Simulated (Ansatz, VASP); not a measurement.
**Sn in VASP and in Ansatz**

```
CELL_PARAMETERS angstrom
-1.68387 1.68387 1.68387
1.68387 -1.68387 1.68387
1.68387 1.68387 -1.68387
ATOMIC_POSITIONS crystal
Sn 0.00000 0.00000 0.00000
```

Change from the starting cell: volume scaled by 0.75, LAPW.

Alike in both runs: task single point; functional LDA; k mesh 14 × 14 × 14; occupations fermi-dirac, width 0.08 eV; no spin polarisation.

|  | VASP | Ansatz |
| --- | --- | --- |
| version | VASP 6.6.1 | Ansatz 0.2.0 |
| potentials or method | VASP PAW LDA potentials, release 64 (Sn_d), cutoff 520 eV | all-electron LAPW, scalar-relativistic |

```csv
,VASP,Ansatz,Ansatz less VASP
pressure (GPa),34.7,34.4,-0.24
```

LDA's correlation is that of Perdew and Zunger in VASP and of Perdew and Wang (1992) in Ansatz. Both programs put the cell under a high pressure, so it lies far from rest at this level. Ansatz ran all-electron here, and VASP with PAW potentials.
